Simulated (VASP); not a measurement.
A run of VASP 6.6.1:

The input INCAR:

```
SYSTEM = Be
  PREC = Accurate
  ENCUT = 520
  EDIFF = 1E-6
  ISMEAR = -1
  SIGMA = 0.2
  LREAL = .FALSE.
  LASPH = .TRUE.
  NELM = 100
  ALGO = Normal
  ISIF = 2
  LWAVE = .FALSE.
  LCHARG = .TRUE.
  LELF = .TRUE.
  LVHAR = .TRUE.
  NBANDS = 12
```

File KPOINTS:

```
Automatic mesh
0
G
  8 8 12
  0 0 0
```

File POSCAR:

```
Be
1.0
    3.7468140000      0.0000000000      0.0000000000
    0.0000000000      3.7468140000      0.0000000000
    0.0000000000      0.0000000000      2.2812800000
Be
4
Direct
    0.2974080005      0.2974080005      0.0000000000
    0.7025919995      0.7025919995      0.0000000000
    0.2025919995      0.7974080005      0.5000000000
    0.7974080005      0.2025919995      0.5000000000
```

Potentials or basis: VASP PAW LDA potentials, release 64 (Be).

The run is started by

```bash
$ cat potpaw_LDA.64/Be/POTCAR > POTCAR
$ mpirun -np 1 vasp_std > vasp.out
```

Hardware: 1 thread of Intel Xeon 8259CL, with other jobs on the host.

How long does it take, and how much memory?

It took 17 s on 1 thread of Intel Xeon 8259CL, on a shared host, peak memory 0.14 GiB. Counts: scf iterations 9, k points 105.
